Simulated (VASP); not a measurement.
A run of VASP 6.6.1 is set up as follows.

Contents of INCAR:

```
SYSTEM = LiF
PREC = Accurate
ENCUT = 600
EDIFF = 1E-7
ISMEAR = 0
SIGMA = 0.02
LREAL = .FALSE.
LASPH = .TRUE.
NELM = 100
ALGO = Normal
ISIF = 3
LWAVE = .FALSE.
LCHARG = .FALSE.
GGA = PE
IBRION = 2
NSW = 100
EDIFFG = -0.01
```

File KPOINTS:

```
Automatic mesh
0
G
  8 8 6
  0 0 0
```

POSCAR

```
LiF
1.0
    2.6950672281      0.0000000000      0.0000000000
    0.0000000000      2.6950672281      0.0000000000
    0.0000000000      0.0000000000      4.4518834996
Li F
1 1
Direct
    0.0000000000      0.0000000000      0.0000000000
    0.5000000000      0.5000000000      0.0000000000
```

Potentials or basis: VASP PAW PBE potentials, release 64 (Li_sv, F).

Command:

```bash
$ cat potpaw_PBE.64/Li_sv/POTCAR potpaw_PBE.64/F/POTCAR > POTCAR
$ mpirun -np 1 vasp_std > vasp.out
```

Task: Predict the relaxed volume.

Result: 14.06 Å³/atom.

Task: What does it give for the band gap on the k mesh?

Result: 5.96 eV (least direct gap 6.33 eV).

Stress tensor (GPa, compression positive):
```
-0.10  0.00  0.00
 0.00 -0.10  0.00
 0.00  0.00  0.04
```

Caveat: the cutoff is under 1.25 times the usual one of these potentials, so pressure, stress and relaxed cells hold a basis-set (Pulay) error. A k mesh can miss the band edges.
